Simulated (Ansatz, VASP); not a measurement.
**CoSi: VASP beside Ansatz**

```xyz
2
Lattice="2.3961 0.0000 0.0000 0.0000 2.3961 0.0000 0.0000 0.0000 2.3961" Properties=species:S:1:pos:R:3 pbc="T T T"
Co    0.0000    0.0000    0.0000
Si    1.1980    1.1980    1.1980
```

Change from the starting cell: volume scaled by 0.64, LAPW.

Alike in both runs: task single point; functional PBE; k mesh 14 × 14 × 14; occupations fermi-dirac, width 0.1 eV; no spin polarisation.

|  | VASP | Ansatz |
| --- | --- | --- |
| version | VASP 6.6.1 | Ansatz 0.2.0 |
| potentials or method | VASP PAW PBE potentials, release 64 (Co, Si), cutoff 600 eV | all-electron LAPW, scalar-relativistic |

VASP gave:

* pressure (GPa): 267.7

Task: What did Ansatz give for the same quantities?

Result: Pressure (GPa): 264.2.

Both programs put the cell under a high pressure, so it lies far from rest at this level. Ansatz ran all-electron here, and VASP with PAW potentials.

Noted on VASP's run: the cell as given lies far from equilibrium.
